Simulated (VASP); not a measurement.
# Ga2O3 (C2/m) in VASP: a series of runs

Aim: see how the results for Ga2O3 move with the level of theory and the settings. Levels: PBE+D4, PBEsol+D3(BJ), PBE. Tasks: single point.

All numbers are computed with VASP 6.6.1; they aren't measurements. Logs are shortened: lines on timing, memory, paths and dates and some standing lists are left out, and cuts for length are marked.

## 1. The cell of the first run

The structure is monoclinic, space group C2/m (No. 12). Conventional cell: a = 12.132 Å, b = 3.017 Å, c = 5.759 Å, α = 90.00°, β = 103.83°, γ = 90.00°. Within 2.5 Å of Ga (site symmetry m) lie 6 O at 1.92 to 2.06 Å. Ga (site symmetry m) has 4 O at 1.82 to 1.85 Å within 2.4 Å. Within 2.4 Å of O (site symmetry m) lie 3 Ga at 1.82 to 1.92 Å. O (site symmetry m) has 4 Ga at 1.85 to 2.06 Å and 3 O at 2.59 to 2.63 Å within 2.7 Å. O (site symmetry m) has 3 Ga at 1.82 to 1.92 Å within 2.4 Å.

## 2. Single point, PBE+D4

INCAR reads:

```
PREC = Accurate
ENCUT = 520
EDIFF = 1E-6
ISMEAR = -1
SIGMA = 0.05
LREAL = F
LASPH = T
NELM = 100
ALGO = Normal
ISIF = 2
LWAVE = F
LCHARG = T
GGA = PE
IVDW = 13
LELF = T
LVHAR = T
NBANDS = 55
```

KPOINTS reads:

```
Automatic mesh
0
Gamma
  9 9 5
```

POSCAR reads:

```
Ga2O3
1.0
    6.0660121878     -1.5083580822      0.0000000000
    6.0660121878      1.5083580822      0.0000000000
   -1.3766866767      0.0000000000      5.5922223059
Ga O
4 6
Direct
    0.3413400000      0.3413400000      0.6859800000
    0.6586600000      0.6586600000      0.3140200000
    0.9095000000      0.9095000000      0.2054000000
    0.0905000000      0.0905000000      0.7946000000
    0.5041000000      0.5041000000      0.7434000000
    0.4959000000      0.4959000000      0.2566000000
    0.8267000000      0.8267000000      0.4368000000
    0.1733000000      0.1733000000      0.5632000000
    0.8355000000      0.8355000000      0.8902000000
    0.1645000000      0.1645000000      0.1098000000
```

Potentials or basis: VASP PAW PBE potentials, release 64 (Ga_d, O).

Command:

```bash
> cat potpaw_PBE.64/Ga_d/POTCAR potpaw_PBE.64/O/POTCAR > POTCAR
> mpirun -np 1 vasp_std > vasp.out
```

OUTCAR:

```text
PREC = Accurate
   ENCUT = 520
   EDIFF = 1E-6
   ISMEAR = -1
   LREAL = F
   LASPH = T
   NELM = 100
   ISIF = 2
   GGA = PE
   IVDW = 13

 ion  position               nearest neighbor table
   1  0.341  0.341  0.686-   5 1.92   9 1.92   9 1.92   8 1.99   7 2.06   7 2.06
   2  0.659  0.659  0.314-   6 1.92  10 1.92  10 1.92   7 1.99   8 2.06   8 2.06
   3  0.910  0.910  0.205-   6 1.82   6 1.82   9 1.82   7 1.85
   4  0.090  0.090  0.795-   5 1.82   5 1.82  10 1.82   8 1.85
   5  0.504  0.504  0.743-   4 1.82   4 1.82   1 1.92
   6  0.496  0.496  0.257-   3 1.82   3 1.82   2 1.92
   7  0.827  0.827  0.437-   3 1.85   2 1.99   1 2.06   1 2.06
   8  0.173  0.173  0.563-   4 1.85   1 1.99   2 2.06   2 2.06
   9  0.836  0.836  0.890-   3 1.82   1 1.92   1 1.92
  10  0.164  0.164  0.110-   4 1.82   2 1.92   2 1.92

  LATTYP: Found a base centered monoclinic cell.
 ALAT       =    12.1320243756
 B/A-ratio  =     0.2486572785
 C/A-ratio  =     0.4747093499
 COS(beta)  =    -0.2390419096

  Lattice vectors:

 A1 = (   6.0660121878,  -1.5083580822,   0.0000000000)
 A2 = (   6.0660121878,   1.5083580822,   0.0000000000)
 A3 = (  -1.3766866767,   0.0000000000,   5.5922223059)

Analysis of symmetry for initial positions (statically):
=====================================================================
 Subroutine PRICEL returns:
 Original cell was already a primitive cell.

 Routine SETGRP: Setting up the symmetry group for a
 base centered monoclinic supercell.

 Subroutine GETGRP returns: Found  4 space group operations
 (whereof  4 operations were pure point group operations)
 out of a pool of  4 trial point group operations.

The static configuration has the point symmetry C_2h.

Analysis of symmetry for dynamics (positions and initial velocities):
=====================================================================
 Subroutine PRICEL returns:
 Original cell was already a primitive cell.

 Routine SETGRP: Setting up the symmetry group for a
 base centered monoclinic supercell.

 Subroutine GETGRP returns: Found  4 space group operations
 (whereof  4 operations were pure point group operations)
 out of a pool of  4 trial point group operations.

The dynamic configuration has the point symmetry C_2h.

 Subroutine INISYM returns: Found  4 space group operations
 (whereof  4 operations are pure point group operations),
 and found     1 'primitive' translations

----------------------------------------------------------------------------------------

                                     Primitive cell

  volume of cell :     102.3345

  direct lattice vectors                    reciprocal lattice vectors
     6.066012188 -1.508358082  0.000000000     0.082426475 -0.331486274  0.020291652
     6.066012188  1.508358082  0.000000000     0.082426475  0.331486274  0.020291652
    -1.376686677  0.000000000  5.592222306     0.000000000  0.000000000  0.178819787

  length of vectors
     6.250731794  6.250731794  5.759185405     0.342182736  0.342182736  0.178819787

  position of ions in fractional coordinates (direct lattice)
     0.341340000  0.341340000  0.685980000
     0.658660000  0.658660000  0.314020000
     0.909500000  0.909500000  0.205400000
     0.090500000  0.090500000  0.794600000
     0.504100000  0.504100000  0.743400000
     0.495900000  0.495900000  0.256600000
     0.826700000  0.826700000  0.436800000
     0.173300000  0.173300000  0.563200000
     0.835500000  0.835500000  0.890200000
     0.164500000  0.164500000  0.109800000

  ion indices of the primitive-cell ions
   primitive index   ion index
                 1           1
                 2           2
                 3           3
                 4           4
                 5           5
                 6           6
                 7           7
                 8           8
                 9           9
                10          10

----------------------------------------------------------------------------------------

 KPOINTS: Automatic mesh

Automatic generation of k-mesh.
 Grid dimensions read from file:
 generate k-points for:    9    9    5

 Generating k-lattice:

  Cartesian coordinates                     Fractional coordinates (reciprocal lattice)
     0.009158497 -0.036831808  0.002254628     0.111111111  0.000000000 -0.000000000
     0.009158497  0.036831808  0.002254628     0.000000000  0.111111111 -0.000000000
     0.000000000  0.000000000  0.035763957     0.000000000  0.000000000  0.200000000

  Length of vectors
     0.038020304  0.038020304  0.035763957

  Shift w.r.t. Gamma in fractional coordinates (k-lattice)
     0.000000000  0.000000000  0.000000000

 Subroutine IBZKPT returns following result:
 ===========================================

 Found    115 irreducible k-points:

 Following reciprocal coordinates:
            Coordinates               Weight
  0.000000  0.000000  0.000000      1.000000
  0.111111 -0.000000  0.000000      4.000000
  0.222222  0.000000  0.000000      4.000000
  0.333333 -0.000000  0.000000      4.000000
  0.444444  0.000000  0.000000      4.000000
  0.111111  0.111111  0.000000      2.000000
[... 16 lines left out ...]
 -0.333333  0.333333  0.000000      2.000000
  0.444444  0.444444  0.000000      2.000000
 [... further k-points ...]
   k-points           NKPTS =    115   k-points in BZ     NKDIM =    115   number of bands    NBANDS=     55
   number of dos      NEDOS =    301   number of ions     NIONS =     10
   total plane-waves  NPLWV = 110592
   dimension x,y,z NGX =    48 NGY =   48 NGZ =   48
   dimension x,y,z NGXF=    96 NGYF=   96 NGZF=   96
   ions per type =               4   6
   NGX,Y,Z   is equivalent  to a cutoff of  12.77, 12.77, 13.86 a.u.
   NGXF,Y,Z  is equivalent  to a cutoff of  25.53, 25.53, 27.71 a.u.
 SYSTEM =  unknown system
   PREC   = accura    normal or accurate (medium, high low for compatibility)
   ISTART =      0    job   : 0-new  1-cont  2-samecut
   ICHARG =      2    charge: 1-file 2-atom 10-const
   ISPIN  =      1    spin polarized calculation?
   LNONCOLLINEAR =      F non collinear calculations
   LSORBIT =      F    spin-orbit coupling
   LASPH  =      T    aspherical Exc in radial PAW
   ENCUT  =  520.0 eV  38.22 Ry    6.18 a.u.  11.62 11.62 10.71*2*pi/ulx,y,z
   NELM   =    100;   NELMIN=  2; NELMDL= -5     # of ELM steps
   EDIFF  = 0.1E-05   stopping-criterion for ELM
   LREAL  =      F    real-space projection
[... 7 lines left out ...]
   TEBEG  =    0.0;   TEEND  =   0.0 temperature during run
   PSTRESS=    0.0 pullay stress
   NELECT =      88.0000    total number of electrons
   NUPDOWN=      -1.0000    fix difference up-down
   EMIN   =  10.00;   EMAX   =-10.00  energy-range for DOS
   EFERMI =   0.00;   METHOD = LEGACY
   ISMEAR =    -1;   SIGMA  =   0.05  broadening in eV -4-tet -1-fermi 0-gaus
   EFERMI_NEDOS =   21; number of points for ismear=-14 and -15
   IALGO  =     38    algorithm
   IMIX   =      4    mixing-type and parameters
     AMIX     =   0.40;   BMIX     =  1.00
     AMIX_MAG =   1.60;   BMIX_MAG =  1.00
  volume/ion in A,a.u.               =      10.23        69.06
  Fermi-wavevector in a.u.,A,eV,Ry     =   1.556784  2.941895 32.974756  2.423576
  Thomas-Fermi vector in A             =   2.660529
   LORBIT       =      0    0 simple, 1 ext, 2 COOP (PROOUT), +10 PAW based schemes
   GGA     = PE    functional components
   LHFCALC =     F    Hartree Fock is set to
   AEXX    =    0.0000 exact exchange contribution
   IVDW    =    13    specifies the selected vdW correction
   LEPSILON=     F    determine dielectric tensor
   LRPA    =     F    only Hartree local field effects (RPA)
 non-spin polarized calculation
  energy-cutoff  :      520.00
  volume of cell :      102.33
 maximum number of plane-waves:      2780
   NGX = 23   NGY = 23   NGZ = 21

 number of electron      88.0000017 magnetization

 Free energy of the ion-electron system (eV)
  ---------------------------------------------------
  ext. energy  EPLUGINS =         0.00000000
  ---------------------------------------------------
  free energy    TOTEN  =       -59.33844584 eV

  energy without entropy =      -59.33844584  energy(sigma->0) =      -59.33844584

 E-fermi :   5.2722     XC(G=0): -11.7556

 val. band max:        4.0931715448   @ k =  -0.4444   0.4444   0.4000
 cond. band min:       6.7038389565   @ k =   0.0000   0.0000   0.0000
 fundamental gap:      2.6106674117
 Fermi energy:         5.2722076655

 k-point     1 :       0.0000    0.0000    0.0000
  band No.  band energies     occupation
      1     -15.0051      2.00000
      2     -13.7910      2.00000
      3     -13.7568      2.00000
      4     -13.6317      2.00000
      5     -13.1420      2.00000
      6     -13.1286      2.00000
[... 47 lines left out ...]
     54      16.6739      0.00000
     55      17.0335      0.00000

 k-point     2 :       0.1111   -0.0000    0.0000
  band No.  band energies     occupation
      1     -14.9050      2.00000
      2     -13.7649      2.00000
      3     -13.7477      2.00000
      4     -13.5604      2.00000
      5     -13.1443      2.00000
      6     -13.1288      2.00000
[... 47 lines left out ...]
     54      15.9291      0.00000
     55      16.1099      0.00000

 k-point     3 :       0.2222    0.0000    0.0000
  band No.  band energies     occupation
      1     -14.6275      2.00000
      2     -13.7272      2.00000
      3     -13.6505      2.00000
      4     -13.4410      2.00000
      5     -13.1474      2.00000
      6     -13.1290      2.00000
[... 1152 lines left out ...]
 k-point    23 :      -0.3333    0.3333    0.0000
  band No.  band energies     occupation
      1     -13.9989      2.00000
      2     -13.9714      2.00000
      3     -13.5085      2.00000
      4     -13.3856      2.00000
      5     -13.1264      2.00000
      6     -13.1262      2.00000
[... 47 lines left out ...]
     54      15.5828      0.00000
     55      15.7830      0.00000

 k-point    24 :       0.4444    0.4444    0.0000
  band No.  band energies     occupation
      1     -14.6673      2.00000
      2     -14.4322      2.00000
      3     -13.7693      2.00000
      4     -13.3438      2.00000
      5     -13.1524      2.00000
      6     -13.1330      2.00000
[... 47 lines left out ...]
     54      16.4835      0.00000
     55      16.7823      0.00000

 [... further k-points ...]

------------------------ aborting loop because EDIFF is reached ----------------------------------------

  DFT-D4 for vdW energy calculation

  Edisp (eV):   -3.21574

  FORCE on cell =-STRESS in cart. coord.  units (eV):
  Direction    XX          YY          ZZ          XY          YZ          ZX
  --------------------------------------------------------------------------------------
  -------------------------------------------------------------------------------------
  Total       5.96746     7.02197     5.97953     0.00000     0.00000     0.14694
  in kB      93.42815   109.93791    93.61715     0.00000     0.00000     2.30060
  external pressure =       98.99 kB  Pullay stress =        0.00 kB

 VOLUME and BASIS-vectors are now :
 -----------------------------------------------------------------------------
  energy-cutoff  :      520.00
  volume of cell :      102.33
      direct lattice vectors                 reciprocal lattice vectors
     6.066012188 -1.508358082  0.000000000     0.082426475 -0.331486274  0.020291652
     6.066012188  1.508358082  0.000000000     0.082426475  0.331486274  0.020291652
    -1.376686677  0.000000000  5.592222306     0.000000000  0.000000000  0.178819787

 POSITION                                       TOTAL-FORCE (eV/Angst)
 -----------------------------------------------------------------------------------
      3.19677      0.00000      3.83615         0.037543      0.000000     -0.080033
      7.55857      0.00000      1.75607        -0.037543      0.000000      0.080033
     10.75130      0.00000      1.14864        -0.168171      0.000000     -0.063091
      0.00403      0.00000      4.44358         0.168171      0.000000      0.063091
      5.09232      0.00000      4.15726        -0.243631      0.000000     -0.090407
      5.66301      0.00000      1.43496         0.243631      0.000000      0.090407
      9.42821      0.00000      2.44268         0.058800      0.000000      0.062380
      1.32713      0.00000      3.14954        -0.058800      0.000000     -0.062380
      8.91078      0.00000      4.97820        -0.327284      0.000000      0.111186
      1.84456      0.00000      0.61403         0.327284      0.000000     -0.111186
 -----------------------------------------------------------------------------------
    total drift:                                0.000000      0.000000      0.000000

  FREE ENERGIE OF THE ION-ELECTRON SYSTEM (eV)
  ---------------------------------------------------
  free  energy   TOTEN  =       -62.5541893190 eV

  energy  without entropy=      -62.5541893189  energy(sigma->0) =      -62.55418932
```

Run time: 14 min. Hardware: 1 thread of Intel Xeon Platinum 8488C (Sapphire Rapids), shared host; peak memory 0.63 GiB.

What came out:

```yaml
Free_energy: -62.5542 eV
Pressure: 9.9 GPa
Largest_force: 0.346 eV/Å
Band_gap_on_the_k_mesh: 2.61 eV (least direct gap 2.63 eV)
Dispersion_energy_per_atom: -0.322 eV
```

Forces on the atoms (eV/Å):
```
Ga   0.038  0.000 -0.080
Ga  -0.038  0.000  0.080
Ga  -0.168  0.000 -0.063
Ga   0.168  0.000  0.063
O   -0.244  0.000 -0.090
O    0.244  0.000  0.090
O    0.059  0.000  0.062
O   -0.059  0.000 -0.062
O   -0.327  0.000  0.111
O    0.327  0.000 -0.111
```

Caveat: the cell stands under pressure. A k mesh can miss the band edges.

## 3. Single point, PBEsol+D3(BJ)

This run uses another cell than the first one, of 10.40 Å³/atom.

INCAR reads:

```
ALGO     = Normal         # electronic algorithm
EDIFF    = 1E-6           # SCF threshold, eV
ENCUT    = 520            # plane-wave cutoff, eV
GGA      = PS             # functional
ISIF     = 2              # what is computed and relaxed
ISMEAR   = -1             # smearing method
IVDW     = 12             # dispersion correction
LASPH    = T              # aspherical terms in the spheres
LCHARG   = T              # write CHGCAR
LELF     = T              # ELF
LREAL    = F              # projectors in reciprocal space
LVHAR    = T            
LWAVE    = F              # write WAVECAR
NBANDS   = 55             # bands
NELM     = 80             # most SCF steps
PREC     = Accurate       # precision mode
SIGMA    = 0.05           # smearing width, eV
```

KPOINTS reads:

```
k-points
0
Gamma
  9 9 5
```

POSCAR reads:

```
Ga2O3
1.0
    6.0955893350     -1.5170372985      0.0059734787
    6.0955893350      1.5170372985      0.0059734787
   -1.3778923194      0.0000000000      5.6209547152
Ga O
4 6
Direct
    0.3409817335      0.3409817335      0.6857580128
    0.6590182665      0.6590182665      0.3142419872
    0.9089350135      0.9089350135      0.2040700069
    0.0910649865      0.0910649865      0.7959299931
    0.5036886789      0.5036886789      0.7452561065
    0.4963113211      0.4963113211      0.2547438935
    0.8273052329      0.8273052329      0.4386155123
    0.1726947671      0.1726947671      0.5613844877
    0.8328310979      0.8328310979      0.8904102659
    0.1671689021      0.1671689021      0.1095897341
```

Potentials or basis: VASP PAW PBE potentials, release 64 (Ga_d, O).

Command:

```bash
> cat potpaw_PBE.64/Ga_d/POTCAR potpaw_PBE.64/O/POTCAR > POTCAR
> mpirun -np 1 vasp_std > vasp.out
```

It took 36 min on 1 thread of Intel Xeon 8259CL, shared host; peak memory 0.65 GiB.

It converged, with:

- Free energy: -65.5767 eV
- Pressure: 0.3 GPa
- Largest force: 0.022 eV/Å
- Band gap on the k mesh: 2.35 eV (least direct gap 2.36 eV)
- Dispersion energy per atom: -0.170 eV

Forces on the atoms (eV/Å):
```
Ga   0.014  0.000  0.017
Ga  -0.014  0.000 -0.017
Ga   0.000  0.000 -0.004
Ga   0.000  0.000  0.004
O    0.005  0.000  0.000
O   -0.005  0.000  0.000
O    0.017  0.000 -0.013
O   -0.017  0.000  0.013
O   -0.007  0.000  0.019
O    0.007  0.000 -0.019
```

Stress tensor (GPa, compression positive):
```
0.20 0.00 0.02
0.00 0.39 0.00
0.02 0.00 0.25
```

Levels at points of the mesh, in eV from the valence-band top:
```
           k point  band 41  band 42  band 43  band 44  band 45  band 46  band 47  band 48
(0.00, 0.00, 0.00)    -0.68    -0.50    -0.29    -0.02     2.35     5.62     6.62     6.72
```

Caveat: the PAW data sets were made with another functional, which shifts forces and pressure a little.

## 4. Single point, PBE

This run uses another cell than the first one, of 10.44 Å³/atom.

INCAR reads:

```
ALGO = Normal
EDIFF = 1E-6
ENCUT = 520
GGA = PE
ISIF = 2
ISMEAR = 0
LASPH = True
LCHARG = True
LELF = True
LREAL = False
LVHAR = True
LWAVE = False
NBANDS = 55
NELM = 80
PREC = Accurate
SIGMA = 0.012
```

KPOINTS is that of step 3.

POSCAR reads:

```
Ga2O3
1.0
    6.1070000000     -1.5185500000      0.0000000000
    6.1070000000      1.5185500000      0.0000000000
   -1.3859888959      0.0000000000      5.6300087380
Ga O
4 6
Direct
    0.3413400000      0.3413400000      0.6859800000
    0.6586600000      0.6586600000      0.3140200000
    0.9095000000      0.9095000000      0.2054000000
    0.0905000000      0.0905000000      0.7946000000
    0.5041000000      0.5041000000      0.7434000000
    0.4959000000      0.4959000000      0.2566000000
    0.8267000000      0.8267000000      0.4368000000
    0.1733000000      0.1733000000      0.5632000000
    0.8355000000      0.8355000000      0.8902000000
    0.1645000000      0.1645000000      0.1098000000
```

Command:

```bash
> cat potpaw_PBE.64/Ga_d/POTCAR potpaw_PBE.64/O/POTCAR > POTCAR
> mpirun -np 1 vasp_std > vasp.out
```

It took 15 min on 1 thread of Intel Xeon Platinum 8259CL at 2.50GHz (Skylake/Cascade Lake), shared host; peak memory 0.64 GiB.

It converged, with:

```
Free energy            : -59.5044 eV
Pressure               : 10.2 GPa
Largest force          : 0.245 eV/Å
Band gap on the k mesh : 2.42 eV (least direct gap 2.44 eV)
```

Forces on the atoms (eV/Å):
```
Ga   0.033  0.000 -0.059
Ga  -0.033  0.000  0.059
Ga  -0.109  0.000 -0.069
Ga   0.109  0.000  0.069
O   -0.164  0.000 -0.057
O    0.164  0.000  0.057
O    0.033  0.000  0.048
O   -0.033  0.000 -0.048
O   -0.224  0.000  0.100
O    0.224  0.000 -0.100
```

Stress tensor (GPa, compression positive):
```
 9.94  0.00  0.17
 0.00 10.97  0.00
 0.17  0.00  9.67
```

Levels at points of the mesh, in eV from the valence-band top:
```tsv
k point	band 41	band 42	band 43	band 44	band 45	band 46	band 47	band 48
(0.00, 0.00, 0.00)	-0.66	-0.47	-0.28	-0.02	2.42	5.73	6.76	6.79
```

Caveat: the cell stands under pressure. PBE gaps usually lie below the measured ones, often by a third to a half.

## 5. Summary

| level | cell | smearing | gap on the mesh (eV) | pressure (GPa) | largest force (eV/Å) |
| --- | --- | --- | --- | --- | --- |
| PBE+D4 | a = 6.251, b = 6.251, c = 5.759 Å, angles 103.4, 103.4, 27.9°, 10 atoms, atomic positions A | fermi-dirac 0.05 eV | 2.61 | 9.9 | 0.35 |
| PBEsol+D3(BJ) | a = 6.282, b = 6.282, c = 5.787 Å, angles 103.3, 103.3, 28.0°, 10 atoms, atomic positions B | fermi-dirac 0.05 eV | 2.35 | 0.3 | 0.02 |
| PBE | a = 6.293, b = 6.293, c = 5.798 Å, angles 103.4, 103.4, 27.9°, 10 atoms, atomic positions A | gaussian 0.012 eV | 2.42 | 10.2 | 0.24 |

Alike in all rows: task single point; potentials or basis VASP PAW PBE potentials, release 64 (Ga_d, O); no spin polarisation; k mesh 9 × 9 × 5; cutoff (eV) 520.

Caveats: the cell stands under pressure (at least some runs); the PAW data sets were made with another functional, which shifts forces and pressure a little (at least some runs).

Absolute energies hang on the potentials; compare differences alone.
